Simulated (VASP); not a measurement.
Wanted: the native input for a VASP 6.6.1 run.

| Item | Value |
| --- | --- |
| Task | single point |
| Functional | PBE |
| Potentials or basis | VASP PAW PBE potentials, release 64 (Sr_sv, O) |
| Cutoff | 520 eV |
| k mesh | 6 × 6 × 4 |
| Occupations | gaussian, width 0.01 eV |
| Spin | no spin polarisation |
| Dipole correction | no |
| Further INCAR settings | ALGO = Normal; EDIFF = 1e-06; NBANDS = 24 |

The structure of SrO lies in POSCAR:

```
SrO
1.0
    3.6469457861      0.0000000000      0.0000000000
   -1.8234728930      3.1583476969      0.0000000000
    0.0000000000      0.0000000000      6.3654071881
Sr O
2 2
Direct
    0.3333333333      0.6666666667      0.2500000000
    0.6666666667      0.3333333333      0.7500000000
    0.0000000000      0.0000000000      0.0000000000
    0.0000000000      0.0000000000      0.5000000000
```

This cell differs from its parent crystal: volume changed by +6%.

One way to write it, as run:

INCAR

```
SYSTEM = SrO
  PREC = Accurate
  ENCUT = 520
  EDIFF = 1E-6
  ISMEAR = 0
  SIGMA = 0.01
  LREAL = .FALSE.
  LASPH = .TRUE.
  NELM = 60
  ALGO = Normal
  ISIF = 2
  LWAVE = .FALSE.
  LCHARG = .TRUE.
  GGA = PE
  LELF = .TRUE.
  LVHAR = .TRUE.
  NBANDS = 24
```

KPOINTS

```
Automatic mesh
0
G
  6 6 4
  0 0 0
```

Potentials or basis: VASP PAW PBE potentials, release 64 (Sr_sv, O).

The run is started by

```bash
$ cat potpaw_PBE.64/Sr_sv/POTCAR potpaw_PBE.64/O/POTCAR > POTCAR
$ mpirun -np 1 vasp_std > vasp.out
```

It gave:

```
Pressure               : -3.8 GPa
Band gap on the k mesh : 2.65 eV, direct
```

Wall time 18 s on 1 thread of Intel(R) Xeon(R) 6975P-C (Granite Rapids), with other jobs on the host, peak memory 0.19 GiB.
